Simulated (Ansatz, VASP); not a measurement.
## Two plane-wave programs on Ti

```
CELL_PARAMETERS angstrom
2.19435 -3.71902 0.00000
2.19435 3.71902 0.00000
0.00000 0.00000 4.39454
ATOMIC_POSITIONS crystal
Ti 0.15250 0.84750 0.07850
Ti 0.65250 0.34750 0.42150
Ti 0.84750 0.15250 0.92150
Ti 0.34750 0.65250 0.57850
```

Alike in both runs: task single point; functional PBE; k mesh 6 × 6 × 4; occupations gaussian, width 0.1 eV; no spin polarisation.

```csv
,VASP,Ansatz
version,VASP 6.6.1,Ansatz 0.2.0
potentials or method,"VASP PAW PBE potentials, release 64 (Ti_sv), cutoff 520 eV","scalar-relativistic, plane waves, PAW"
valence electrons in the cell,48,48
```

|  | VASP | Ansatz | Ansatz less VASP |
| --- | --- | --- | --- |
| gap on the k mesh at the Fermi level (eV) | none | none | - |
| pressure (GPa) | 9.7 | 9.9 | +0.19 |
| traceless stress, the component that is largest in VASP (GPa) | 10.23 | 9.99 | -0.238 |
| rms of the force components (eV/Å) | 0.211 | 0.210 | -0.0016 |

Atom by atom the forces differ by 0.030 eV/Å (rms over components). A gap of «none» marks a metal or a gap that the smearing closes.
